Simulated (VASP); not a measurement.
Input of a VASP 6.6.1 run:

File INCAR:

```
SYSTEM = TiO2
PREC     = Accurate       ! precision mode
ENCUT    = 520            ! plane-wave cutoff, eV
EDIFF    = 1E-6           ! SCF threshold, eV
ISMEAR   = 0              ! smearing method
SIGMA    = 0.05           ! smearing width, eV
LREAL    = .False.        ! projectors in reciprocal space
LASPH    = .True.         ! aspherical terms in the spheres
NELM     = 150            ! most SCF steps
ALGO     = Normal         ! electronic algorithm
ISIF     = 2              ! what is computed and relaxed
LWAVE    = .False.        ! write WAVECAR
LCHARG   = .False.        ! write CHGCAR
LMAXMIX  = 4              ! l up to which the mixer works
LDAU     = .True.         ! DFT+U
LDAUTYPE = 2            
LDAUL    = 2 -1           ! shell
LDAUU    = 4 0            ! U, eV
LDAUJ    = 0 0          
LDAUPRINT= 1            
GGA      = PE             ! functional
NBANDS   = 33             ! bands
```

Contents of KPOINTS:

```
Automatic mesh
0
Gamma
  6 6 6
  0 0 0
```

The input POSCAR:

```
TiO2
1.0
    2.6701204572     -2.6701946565     -0.0199245427
    2.6701204572      2.6701946565     -0.0199245427
   -2.6338973555      0.0000000000      4.8568563500
Ti O
2 4
Direct
    0.1250069486      0.8749930514      0.2500000000
    0.8749930514      0.1250069486      0.7500000000
    0.3240875128      0.0741107881      0.6481847475
    0.6759124872      0.9258892119      0.3518152525
    0.9258892119      0.6759124872      0.8518152525
    0.0741107881      0.3240875128      0.1481847475
```

Potentials or basis: VASP PAW PBE potentials, release 64 (Ti_sv, O).

The run is started by

```bash
$ cat potpaw_PBE.64/Ti_sv/POTCAR potpaw_PBE.64/O/POTCAR > POTCAR
$ mpirun -np 1 vasp_std > vasp.out
```

Task: Estimate the pressure.

Result: 15.8 GPa.

Task: Estimate the largest force.

Result: 1.525 eV/Å.

Task: What does it give for the band gap on the k mesh?

Result: 2.87 eV (least direct gap 3.10 eV).

Stress tensor (GPa, compression positive):
```
11.51  0.00  0.10
 0.00 11.51  0.00
 0.10  0.00 24.39
```

Caveat: the cell differs from its parent crystal (atoms shifted along a free coordinate); the cell stands under pressure; forces of over 1 eV/Å act on the atoms, so gaps and moduli don't describe the material at rest. A k mesh can miss the band edges.
